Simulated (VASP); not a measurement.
Si: single point with r2SCAN

Si:

```
Si
1.0
     0.00000    2.72212    2.72212
     2.72212    0.00000    2.72212
     2.72212    2.72212    0.00000
Si
2
Direct
  0.00000 0.00000 0.00000
  0.25000 0.25000 0.25000
```

```
Program                : VASP 6.6.1
Task                   : single point
Functional             : r2SCAN
Potentials or basis    : VASP PAW PBE potentials, release 64 (Si)
Cutoff                 : 520 eV
k mesh                 : 2 × 2 × 2
Occupations            : gaussian, width 0.01 eV
Spin                   : no spin polarisation
Dipole correction      : no
Further INCAR settings : ALGO = Normal; EDIFF = 1e-06; NBANDS = 11
```

The pressure is 7.4 GPa. The band gap on the k mesh is 0.81 eV (least direct gap 2.70 eV).

Levels at points of the mesh, in eV from the valence-band top:
| k point | band 1 | band 2 | band 3 | band 4 | band 5 | band 6 | band 7 | band 8 | band 9 |
| --- | --- | --- | --- | --- | --- | --- | --- | --- | --- |
| (0.00, 0.00, 0.00) | -12.47 | 0.00 | 0.00 | 0.00 | 2.70 | 2.70 | 2.70 | 3.96 | 7.98 |
| (0.50, 0.00, 0.00) | -10.02 | -7.26 | -1.27 | -1.27 | 1.83 | 3.50 | 3.50 | 8.09 | 11.06 |
| (0.50, 0.50, 0.00) | -8.12 | -8.12 | -3.02 | -3.02 | 0.81 | 0.81 | 10.82 | 10.82 | 11.54 |

Wall time 9.5 s on 1 thread of AMD EPYC 7R13 Processor (Zen 3) (shared host), peak memory 0.13 GiB.

Caveat: the k points lie up to 1.00 Å⁻¹ apart; the PAW data sets were made with another functional, which shifts forces and pressure a little. A k mesh can miss the band edges.
